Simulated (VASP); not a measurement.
Set up this calculation in VASP 6.6.1, as the native input.

| Property | Result |
| --- | --- |
| Task | single point |
| Functional | PBEsol |
| Potentials or basis | VASP PAW PBE potentials, release 64 (Ir, K_sv) |
| Cutoff | 520 eV |
| k mesh | 4 × 4 × 1 |
| Occupations | gaussian, width 0.1 eV |
| Spin | no spin polarisation |
| Dipole correction | no |
| Further INCAR settings | ALGO = Normal; EDIFF = 1e-06; NBANDS = 70 |

The structure of KIr12 lies in POSCAR:

```
KIr12
1.0
    5.4305800000      0.0000000000      0.0000000000
    2.7152900000      4.7030200000      0.0000000000
    0.0000000000      0.0000000000     15.4340500000
Ir K
12 1
Direct
    0.1666666312      0.1666667375      0.0647918077
    0.6666666312      0.1666667375      0.0647918077
    0.1666666312      0.6666667375      0.0647918077
    0.6666666312      0.6666667375      0.0647918077
   -0.1660672234      0.3331336035      0.2054332466
    0.3349496185      0.3323473002      0.2031103955
   -0.1665324391      0.8340555643      0.2048764906
    0.3340931071      0.8336526317      0.2054675215
    0.0011513325     -0.0005069083      0.3457929707
    0.5010636493      0.0004584288      0.3454922072
    0.0054335459      0.4998094841      0.3431000288
    0.4987220531      0.4995945159      0.3445366576
    0.7967292751      0.5007516447      0.5277485819
```

The input as run:

INCAR

```
SYSTEM = KIr12
ALGO = Normal
EDIFF = 1E-6
ENCUT = 520
GGA = PS
ISIF = 2
ISMEAR = 0
LASPH = .TRUE.
LCHARG = .FALSE.
LREAL = .FALSE.
LWAVE = .FALSE.
NBANDS = 70
NELM = 60
PREC = Accurate
SIGMA = 0.1
```

KPOINTS

```
k-points
0
G
  4 4 1
  0 0 0
```

Potentials or basis: VASP PAW PBE potentials, release 64 (Ir, K_sv).

Launch:

```sh
$ cat potpaw_PBE.64/Ir/POTCAR potpaw_PBE.64/K_sv/POTCAR > POTCAR
$ mpirun -np 1 vasp_std > vasp.out
```

Results of the run:

```yaml
Largest_force: 0.152 eV/Å
Band_gap_on_the_k_mesh: zero (an odd number of electrons rules out a gap without spin polarisation)
```

Caveat: there is no dipole correction, which matters where the two faces differ; the PAW data sets were made with another functional, which shifts forces and pressure a little; spin-orbit coupling is left out, which moves the levels of the heavy elements.

It took 14 min on 1 thread of Intel(R) Xeon(R) Platinum 8259CL CPU @ 2.50GHz (Skylake/Cascade Lake), with other jobs on the host, peak memory 0.57 GiB.
